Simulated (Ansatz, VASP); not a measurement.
One calculation of MgO, two programs

```xyz
2
Lattice="0.0000 2.1268 2.1268 2.1268 0.0000 2.1268 2.1268 2.1268 0.0000" Properties=species:S:1:pos:R:3 pbc="T T T"
Mg    0.0000    0.0000    0.0000
O     2.1268    2.1268    2.1268
```

Alike in both runs: task single point; functional PBE; k mesh 14 × 14 × 14; occupations gaussian, width 0.02 eV; no spin polarisation.

|  | VASP | Ansatz |
| --- | --- | --- |
| version | VASP 6.6.1 | Ansatz 0.2.0 |
| potentials or method | VASP PAW PBE potentials, release 64 (Mg_sv, O), cutoff 840 eV | scalar-relativistic, plane waves, PAW |
| valence electrons in the cell | 16 | 16 |

VASP gave:

```
gap on the k mesh at the Fermi level (eV) : 4.46
least direct gap on the mesh (eV)         : 4.46
pressure (GPa)                            : 0.1
```

Task: Which values does Ansatz return?

Result: gap on the k mesh at the Fermi level (eV): 4.46; least direct gap on the mesh (eV): 4.46; pressure (GPa): 0.0.

The functional is the same, so the differences come from potentials, cutoffs and numerics.
